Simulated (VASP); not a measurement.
# CoO (Pm-3m) in VASP: a series of runs

Runs on CoO. Level: PBE+U. Tasks: single point.

Program: VASP 6.6.1. These are calculated values, not measurements. Logs are shortened: lines on timing, memory, paths and dates and some standing lists are left out, and cuts for length are marked.

**1. The cell of the first run**

The structure is cubic, space group Pm-3m (No. 221). The conventional cell has a = 2.661 Å, b = 2.661 Å, c = 2.661 Å, α = 90.00°, β = 90.00°, γ = 90.00°. Co (site symmetry m-3m) has 8 O at 2.30 Å and 6 Co at 2.66 Å within 3.0 Å. Within 3.0 Å of O (site symmetry m-3m) lie 8 Co at 2.30 Å and 6 O at 2.66 Å.

**2. Single point, PBE+U, collinear spin, ferromagnetic start**

INCAR

```
PREC = Accurate
ENCUT = 700
EDIFF = 1E-6
ISMEAR = 0
SIGMA = 0.02
LREAL = False
LASPH = True
NELM = 200
ALGO = Normal
ISIF = 2
LWAVE = False
LCHARG = False
ISPIN = 2
MAGMOM = 2.88 0.32
LORBIT = 11
LMAXMIX = 4
LDAU = True
LDAUTYPE = 2
LDAUL = 2 -1
LDAUU = 3.32 0
LDAUJ = 0 0
LDAUPRINT = 1
GGA = PE
NBANDS = 22
GGA_COMPAT = False
```

KPOINTS

```
regular mesh
0
Gamma
  10 10 10
```

POSCAR

```
CoO
1.0
    2.6612513074      0.0000000000      0.0000000000
    0.0000000000      2.6612513074      0.0000000000
    0.0000000000      0.0000000000      2.6612513074
Co O
1 1
Direct
    0.0000000000      0.0000000000      0.0000000000
    0.5000000000      0.5000000000      0.5000000000
```

Potentials or basis: VASP PAW PBE potentials, release 64 (Co_sv, O).

Started as:

```console
$ cat potpaw_PBE.64/Co_sv/POTCAR potpaw_PBE.64/O/POTCAR > POTCAR
$ mpirun -np 1 vasp_std > vasp.out
```

OUTCAR:

```text
PREC = Accurate
   ENCUT = 700
   EDIFF = 1E-6
   ISMEAR = 0
   LREAL = False
   LASPH = True
   NELM = 200
   ISIF = 2
   ISPIN = 2
   LORBIT = 11
   GGA = PE

 ion  position               nearest neighbor table
   1  0.000  0.000  0.000-
   2  0.500  0.500  0.500-

  LATTYP: Found a simple cubic cell.
 ALAT       =     2.6612513074

  Lattice vectors:

 A1 = (   2.6612513074,   0.0000000000,   0.0000000000)
 A2 = (   0.0000000000,   2.6612513074,   0.0000000000)
 A3 = (   0.0000000000,   0.0000000000,   2.6612513074)

Analysis of symmetry for initial positions (statically):
=====================================================================
 Subroutine PRICEL returns:
 Original cell was already a primitive cell.

 Routine SETGRP: Setting up the symmetry group for a
 simple cubic supercell.

 Subroutine GETGRP returns: Found 48 space group operations
 (whereof 48 operations were pure point group operations)
 out of a pool of 48 trial point group operations.

The static configuration has the point symmetry O_h .

Analysis of symmetry for dynamics (positions and initial velocities):
=====================================================================
 Subroutine PRICEL returns:
 Original cell was already a primitive cell.

 Routine SETGRP: Setting up the symmetry group for a
 simple cubic supercell.

 Subroutine GETGRP returns: Found 48 space group operations
 (whereof 48 operations were pure point group operations)
 out of a pool of 48 trial point group operations.

The dynamic configuration has the point symmetry O_h .

Analysis of structural, dynamic, and magnetic symmetry:
=====================================================================
 Subroutine PRICEL returns:
 Original cell was already a primitive cell.

 Routine SETGRP: Setting up the symmetry group for a
 simple cubic supercell.

 Subroutine GETGRP returns: Found 48 space group operations
 (whereof 48 operations were pure point group operations)
 out of a pool of 48 trial point group operations.

The overall configuration has the point symmetry O_h .

 Subroutine INISYM returns: Found 48 space group operations
 (whereof 48 operations are pure point group operations),
 and found     1 'primitive' translations

----------------------------------------------------------------------------------------

                                     Primitive cell

  volume of cell :      18.8477

  direct lattice vectors                    reciprocal lattice vectors
     2.661251307  0.000000000  0.000000000     0.375763085  0.000000000  0.000000000
     0.000000000  2.661251307  0.000000000     0.000000000  0.375763085  0.000000000
     0.000000000  0.000000000  2.661251307     0.000000000  0.000000000  0.375763085

  length of vectors
     2.661251307  2.661251307  2.661251307     0.375763085  0.375763085  0.375763085

  position of ions in fractional coordinates (direct lattice)
     0.000000000  0.000000000  0.000000000
     0.500000000  0.500000000  0.500000000

  ion indices of the primitive-cell ions
   primitive index   ion index
                 1           1
                 2           2

----------------------------------------------------------------------------------------

 KPOINTS: regular mesh
[... 62 lines left out ...]
   ISPIN  =      2    spin polarized calculation?
   LNONCOLLINEAR =      F non collinear calculations
   LSORBIT =      F    spin-orbit coupling
   LASPH  =      T    aspherical Exc in radial PAW
   ENCUT  =  700.0 eV  51.45 Ry    7.17 a.u.   5.74  5.74  5.74*2*pi/ulx,y,z
   NELM   =    200;   NELMIN=  2; NELMDL= -5     # of ELM steps
   EDIFF  = 0.1E-05   stopping-criterion for ELM
   LREAL  =      F    real-space projection
   EDIFFG = 0.1E-04   stopping-criterion for IOM
   NSW    =      0    number of steps for IOM
   IBRION =     -1    ionic relax: 0-MD 1-quasi-New 2-CG
   NFREE  =      0    steps in history (QN), initial steepest desc. (CG)
   ISIF   =      2    stress and relaxation
   ISYM   =      2    0-nonsym 1-usesym 2-fastsym
   POTIM  = 0.5000    time-step for ionic-motion
   TEBEG  =    0.0;   TEEND  =   0.0 temperature during run
   PSTRESS=    0.0 pullay stress
   NELECT =      23.0000    total number of electrons
   NUPDOWN=      -1.0000    fix difference up-down
   EMIN   =  10.00;   EMAX   =-10.00  energy-range for DOS
   EFERMI =   0.00;   METHOD = LEGACY
   ISMEAR =     0;   SIGMA  =   0.02  broadening in eV -4-tet -1-fermi 0-gaus
   EFERMI_NEDOS =   21; number of points for ismear=-14 and -15
   IALGO  =     38    algorithm
   IMIX   =      4    mixing-type and parameters
     AMIX     =   0.40;   BMIX     =  1.00
     AMIX_MAG =   1.60;   BMIX_MAG =  1.00
  volume/ion in A,a.u.               =       9.42        63.60
  Fermi-wavevector in a.u.,A,eV,Ry     =   1.749437  3.305956 41.641020  3.060529
  Thomas-Fermi vector in A             =   2.820350
   LORBIT       =     11    0 simple, 1 ext, 2 COOP (PROOUT), +10 PAW based schemes
 LDA+U is selected, type is set to LDAUTYPE =  2
   angular momentum for each species LDAUL =     2   -1
   U (eV)           for each species LDAUU =   3.3  0.0
   J (eV)           for each species LDAUJ =   0.0  0.0
   GGA     = PE    functional components
   LHFCALC =     F    Hartree Fock is set to
   AEXX    =    0.0000 exact exchange contribution
   IVDW    =     0    specifies the selected vdW correction
   LEPSILON=     F    determine dielectric tensor
   LRPA    =     F    only Hartree local field effects (RPA)
 spin polarized calculation
 Gauss-broadening in eV      SIGMA  =   0.02
  energy-cutoff  :      700.00
  volume of cell :       18.85
 maximum number of plane-waves:       840
 NGX is ok and might be reduce to    24
   NGX = 11   NGY = 11   NGZ = 11

atom =   1  type =  1  l = 2

 onsite density matrix

spin component  1

  0.9441  0.0000  0.0000  0.0000  0.0000
  0.0000  0.9441  0.0000 -0.0000 -0.0000
  0.0000  0.0000  0.9125  0.0000  0.0000
  0.0000 -0.0000  0.0000  0.9441  0.0000
  0.0000 -0.0000  0.0000  0.0000  0.9125

spin component  2

  0.0818  0.0000  0.0000  0.0000 -0.0000
  0.0000  0.0818 -0.0000  0.0000  0.0000
  0.0000 -0.0000  0.8947 -0.0000  0.0000
  0.0000  0.0000 -0.0000  0.0818 -0.0000
 -0.0000  0.0000  0.0000 -0.0000  0.8947

 occupancies and eigenvectors

  o =  0.0818  v =  0.0000  0.0000  0.0000  0.0000  0.0000  0.0000 -0.3972 -0.0000  0.9177 -0.0000      0.0000  0.0000  0.0000  0.0000  0.0000  0.0000  0.0000  0.0000  0.0000  0.0000
  o =  0.0818  v =  0.0000  0.0000  0.0000  0.0000  0.0000  1.0000  0.0000  0.0000  0.0000  0.0000      0.0000  0.0000  0.0000  0.0000  0.0000  0.0000  0.0000  0.0000  0.0000  0.0000
  o =  0.0818  v =  0.0000  0.0000  0.0000  0.0000  0.0000  0.0000 -0.9177  0.0000 -0.3972  0.0000      0.0000  0.0000  0.0000  0.0000  0.0000  0.0000  0.0000  0.0000  0.0000  0.0000
  o =  0.8947  v =  0.0000  0.0000  0.0000  0.0000  0.0000  0.0000 -0.0000 -0.9899 -0.0000  0.1415      0.0000  0.0000  0.0000  0.0000  0.0000  0.0000  0.0000  0.0000  0.0000  0.0000
  o =  0.8947  v =  0.0000  0.0000  0.0000  0.0000  0.0000  0.0000  0.0000  0.1415  0.0000  0.9899      0.0000  0.0000  0.0000  0.0000  0.0000  0.0000  0.0000  0.0000  0.0000  0.0000
  o =  0.9125  v =  0.0000  0.0000 -0.0336  0.0000  0.9994  0.0000  0.0000  0.0000  0.0000  0.0000      0.0000  0.0000  0.0000  0.0000  0.0000  0.0000  0.0000  0.0000  0.0000  0.0000
  o =  0.9125  v =  0.0000  0.0000  0.9994 -0.0000  0.0336  0.0000  0.0000  0.0000  0.0000  0.0000      0.0000  0.0000  0.0000  0.0000  0.0000  0.0000  0.0000  0.0000  0.0000  0.0000
  o =  0.9441  v =  0.0000  0.9670 -0.0000  0.2547 -0.0000  0.0000  0.0000  0.0000  0.0000  0.0000      0.0000  0.0000  0.0000  0.0000  0.0000  0.0000  0.0000  0.0000  0.0000  0.0000
  o =  0.9441  v =  0.0000  0.2547 -0.0000 -0.9670  0.0000  0.0000  0.0000  0.0000  0.0000  0.0000      0.0000  0.0000  0.0000  0.0000  0.0000  0.0000  0.0000  0.0000  0.0000  0.0000
  o =  0.9441  v =  1.0000  0.0000  0.0000  0.0000  0.0000  0.0000  0.0000  0.0000  0.0000  0.0000      0.0000  0.0000  0.0000  0.0000  0.0000  0.0000  0.0000  0.0000  0.0000  0.0000

 number of electron      22.9999968 magnetization       3.0000667

 Free energy of the ion-electron system (eV)
  ---------------------------------------------------
  ext. energy  EPLUGINS =         0.00000000
  ---------------------------------------------------
  free energy    TOTEN  =       -10.97631290 eV

  energy without entropy =      -10.97631290  energy(sigma->0) =      -10.97631290

 E-fermi :   8.8667     XC(G=0): -12.9268

 val. band max:        8.4352285236   @ k =   0.5000   0.0000   0.0000
 cond. band min:       9.3760653021   @ k =   0.0000   0.0000   0.0000
 fundamental gap:      0.9408367785
 Fermi energy:         8.8666596922

 spin component 1

 k-point     1 :       0.0000    0.0000    0.0000
  band No.  band energies     occupation
      1     -88.2889      1.00000
      2     -51.5083      1.00000
      3     -51.5083      1.00000
      4     -51.5083      1.00000
      5     -10.4927      1.00000
      6       3.8446      1.00000
[... 1193 lines left out ...]
     21      35.6526      0.00000
     22      38.8735      0.00000

 [... further k-points ...]

------------------------ aborting loop because EDIFF is reached ----------------------------------------

  FORCE on cell =-STRESS in cart. coord.  units (eV):
  Direction    XX          YY          ZZ          XY          YZ          ZX
  --------------------------------------------------------------------------------------
  -------------------------------------------------------------------------------------
  Total       -0.3184306     -0.3184306     -0.3184306      0.0000000     -0.0000000      0.0000000
  in kB      -27.0687162    -27.0687162    -27.0687162      0.0000000     -0.0000000      0.0000000
  external PRESSURE =     -27.0687162 kB  Pullay stress =       0.0000000 kB

 VOLUME and BASIS-vectors are now :
 -----------------------------------------------------------------------------
  energy-cutoff  :      700.00
  volume of cell :       18.85
      direct lattice vectors                 reciprocal lattice vectors
     2.661251307  0.000000000  0.000000000     0.375763085  0.000000000  0.000000000
     0.000000000  2.661251307  0.000000000     0.000000000  0.375763085  0.000000000
     0.000000000  0.000000000  2.661251307     0.000000000  0.000000000  0.375763085

 POSITION                                       TOTAL-FORCE (eV/Angst)
 -----------------------------------------------------------------------------------
      0.00000      0.00000      0.00000         0.000000      0.000000      0.000000
      1.33063      1.33063      1.33063         0.000000      0.000000      0.000000
 -----------------------------------------------------------------------------------
    total drift:                                0.000000      0.000000     -0.000000

  FREE ENERGIE OF THE ION-ELECTRON SYSTEM (eV)
  ---------------------------------------------------
  free  energy   TOTEN  =       -10.9763128997 eV

  energy  without entropy=      -10.9763128997  energy(sigma->0) =      -10.97631290

 total charge

# of ion       s       p       d       tot
------------------------------------------
    1        2.141   6.057   6.667  14.865
    2        1.564   3.389   0.000   4.953
--------------------------------------------------
tot          3.705   9.446   6.667  19.818

 magnetization (x)

# of ion       s       p       d       tot
------------------------------------------
    1        0.008   0.009   2.618   2.635
    2        0.021   0.243   0.000   0.264
--------------------------------------------------
tot          0.029   0.252   2.618   2.899
```

Wall time 43 s (1 thread of Intel Xeon Platinum 8259CL at 2.50GHz (Skylake/Cascade Lake), shared host); peak memory 0.18 GiB.

What came out:

```yaml
Free_energy: -10.9763 eV
Pressure: -2.7 GPa
Band_gap_on_the_k_mesh: 0.94 eV (least direct gap 1.77 eV)
Net_moment: 3.00 μB per cell
Site_moments: Co +2.63; O +0.26 μB
Valence_electrons_inside_the_program's_atomic_spheres: Co 14.87; O 4.95
```

Levels at points of the mesh, in eV from the valence-band top:
Spin up:
| k point | band 11 | band 12 | band 13 | band 14 | band 15 | band 16 |
| --- | --- | --- | --- | --- | --- | --- |
| (0.00, 0.00, 0.00) | -1.60 | -1.60 | -1.60 | 0.94 | 15.33 | 15.33 |
| (0.50, 0.00, 0.00) | -2.04 | 0.00 | 0.00 | 6.38 | 8.25 | 16.85 |
| (0.50, 0.50, 0.00) | -4.14 | -2.26 | -0.68 | 5.58 | 11.37 | 11.37 |
| (0.50, 0.50, 0.50) | -0.66 | -0.66 | -0.66 | 7.08 | 7.08 | 7.08 |
Spin down:
| k point | band 8 | band 9 | band 10 | band 11 | band 12 | band 13 |
| --- | --- | --- | --- | --- | --- | --- |
| (0.00, 0.00, 0.00) | -1.11 | -1.11 | -1.11 | 1.63 | 2.67 | 2.67 |
| (0.50, 0.00, 0.00) | -1.57 | -1.57 | -0.51 | 2.77 | 3.48 | 3.48 |
| (0.50, 0.50, 0.00) | -2.78 | -0.56 | -0.18 | 1.59 | 1.94 | 1.94 |
| (0.50, 0.50, 0.50) | -4.67 | -0.53 | -0.53 | 3.81 | 3.81 | 3.81 |

Eigenvalues of the final occupation matrices:
```
    site  spin  trace               eigenvalues
site 1 d     1   4.66  0.91 0.91 0.94 0.94 0.94
site 1 d     2   2.03  0.08 0.08 0.08 0.89 0.89
```

Caveat: a cell with one magnetic atom can't hold antiferromagnetic order, which such compounds often take.

**3. Single point, PBE+U, collinear spin, ferromagnetic start**

INCAR

```
SYSTEM = CoO
PREC = Accurate ; ENCUT = 700
EDIFF = 1E-6 ; ISMEAR = 0
SIGMA = 0.02 ; LREAL = .FALSE.
LASPH = .TRUE. ; NELM = 200
ALGO = Normal ; ISIF = 2
LWAVE = .FALSE. ; LCHARG = .FALSE.
ISPIN = 2 ; MAGMOM = 3 0
LORBIT = 11 ; LMAXMIX = 4
LDAU = .TRUE. ; LDAUTYPE = 2
LDAUL = 2 -1 ; LDAUU = 3.32 0
LDAUJ = 0 0 ; LDAUPRINT = 1
GGA = PE ; NBANDS = 22
GGA_COMPAT = .FALSE.
```

KPOINTS

```
regular mesh
0
G
  10 10 10
  0 0 0
```

POSCAR is that of step 2.

Potentials or basis: VASP PAW PBE potentials, release 64 (Co_sv, O).

Started as:

```console
$ cat potpaw_PBE.64/Co_sv/POTCAR potpaw_PBE.64/O/POTCAR > POTCAR
$ mpirun -np 1 vasp_std > vasp.out
```

Wall time 36 s (1 thread of AMD EPYC 9R45 (Zen 5), shared host); peak memory 0.16 GiB.

The run converged. Its results:

```yaml
Free_energy: -10.9763 eV
Pressure: -2.8 GPa
Band_gap_on_the_k_mesh: 0.94 eV (least direct gap 1.77 eV)
Net_moment: 3.00 μB per cell
Site_moments: Co +2.63; O +0.26 μB
Valence_electrons_inside_the_program's_atomic_spheres: Co 14.87; O 4.95
```

Levels at points of the mesh, in eV from the valence-band top:
Spin up:
```tsv
k point	band 10	band 11	band 12	band 13	band 14	band 15	band 16	band 17
(0.00, 0.00, 0.00)	-3.91	-1.60	-1.60	-1.60	0.94	15.33	15.33	19.60
(0.50, 0.00, 0.00)	-3.85	-2.04	0.00	0.00	6.38	8.25	16.85	17.53
(0.50, 0.50, 0.00)	-4.34	-4.14	-2.26	-0.68	5.58	11.37	11.37	16.40
(0.50, 0.50, 0.50)	-2.23	-0.66	-0.66	-0.66	7.08	7.08	7.08	14.01
```
Spin down:
```
           k point  band 8  band 9  band 10  band 11  band 12  band 13
(0.00, 0.00, 0.00)   -1.11   -1.11    -1.11     1.63     2.67     2.67
(0.50, 0.00, 0.00)   -1.57   -1.57    -0.51     2.77     3.48     3.48
(0.50, 0.50, 0.00)   -2.78   -0.56    -0.18     1.59     1.94     1.94
(0.50, 0.50, 0.50)   -4.67   -0.53    -0.53     3.81     3.81     3.81
```

Eigenvalues of the final occupation matrices:
| site | spin | trace | eigenvalues |
| --- | --- | --- | --- |
| site 1 d | 1 | 4.66 | 0.91 0.91 0.94 0.94 0.94 |
| site 1 d | 2 | 2.03 | 0.08 0.08 0.08 0.89 0.89 |

Caveat: a cell with one magnetic atom can't hold antiferromagnetic order, which such compounds often take.

(Continued in part 2 of 2.)
